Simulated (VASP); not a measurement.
**Al: single point with PBE**

Crystal: Al.

```xyz
1
Lattice="-0.0759 2.0240 2.0240 1.9481 0.0000 1.9481 2.0240 2.0240 -0.0759" Properties=species:S:1:pos:R:3 pbc="T T T"
Al    0.0000    0.0000    0.0000
```

This cell differs from its parent crystal: strain -0.0750 x Voigt [0, 0, 0, 0, 1, 0].

```json
{
 "Program": "VASP 6.6.1",
 "Task": "single point",
 "Functional": "PBE",
 "Potentials or basis": "VASP PAW PBE potentials, release 64 (Al)",
 "Cutoff": "520 eV",
 "k mesh": "20 × 20 × 20",
 "Occupations": "gaussian, width 0.15 eV",
 "Spin": "no spin polarisation",
 "Dipole correction": "no",
 "Further INCAR settings": "ALGO = Fast; EDIFF = 1e-06; NBANDS = 8"
}
```

| Item | Value |
| --- | --- |
| Pressure | 0.1 GPa |
| Band gap on the k mesh | zero (an odd number of electrons rules out a gap without spin polarisation) |

Stress tensor (GPa, compression positive):
```
 0.53  0.00  2.44
 0.00 -0.84  0.00
 2.44  0.00  0.53
```

Levels at points of the mesh, in eV from the Fermi level:
```tsv
k point	band 1	band 2	band 3	band 4	band 5
(0.00, 0.00, 0.00)	-11.12	11.46	12.44	12.80	13.47
(0.50, 0.00, 0.00)	-4.84	-4.78	11.20	11.53	12.36
(0.00, 0.50, 0.00)	-4.38	-3.92	10.45	10.52	10.94
(0.50, 0.50, 0.00)	-2.92	-1.58	5.26	5.59	5.60
(0.50, 0.00, 0.50)	-2.93	-1.63	4.28	4.94	6.98
```

Run time: 82 s on 1 thread of Intel Xeon 8259CL, with other jobs on the host, peak memory 0.24 GiB.

Caveat: the cell differs from its parent crystal (strain -0.0750 x Voigt [0, 0, 0, 0, 1, 0]).
